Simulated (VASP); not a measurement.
Here is a VASP 6.6.1 calculation.

The input INCAR:

```
SYSTEM = Al
PREC = Accurate
ENCUT = 520
EDIFF = 1E-6
ISMEAR = 0
SIGMA = 0.15
LREAL = .False.
LASPH = .True.
NELM = 60
ALGO = Fast
ISIF = 2
LWAVE = .False.
LCHARG = .True.
GGA = PE
IVDW = 12
LELF = .True.
LVHAR = .True.
NBANDS = 14
```

File KPOINTS:

```
regular mesh
0
Gamma
  18 18 4
  0 0 0
```

File POSCAR:

```
Al
1.0
    3.0114000000      0.0000000000      0.0000000000
   -1.5057000000      2.6079489009      0.0000000000
    0.0000000000      0.0000000000     10.8379000000
Al
4
Direct
    0.0000000000      0.0000000000      0.0000000000
    0.3333333333      0.6666666667      0.2500000000
    0.0000000000      0.0000000000      0.5000000000
    0.6666666667      0.3333333333      0.7500000000
```

Potentials or basis: VASP PAW PBE potentials, release 64 (Al).

Command:

```console
$ cat potpaw_PBE.64/Al/POTCAR > POTCAR
$ mpirun -np 1 vasp_std > vasp.out
```

Q: Estimate the dispersion energy per atom.

A: -0.259 eV.

Q: Estimate the band gap on the k mesh.

A: Zero (bands 6 and 7 overlap by 3.83 eV).

Q: What does it give for the pressure?

A: -12.1 GPa.

Stress tensor (GPa, compression positive):
```
-11.78   0.00   0.00
  0.00 -11.78   0.00
  0.00   0.00 -12.84
```

Caveat: the cell stands under tension.
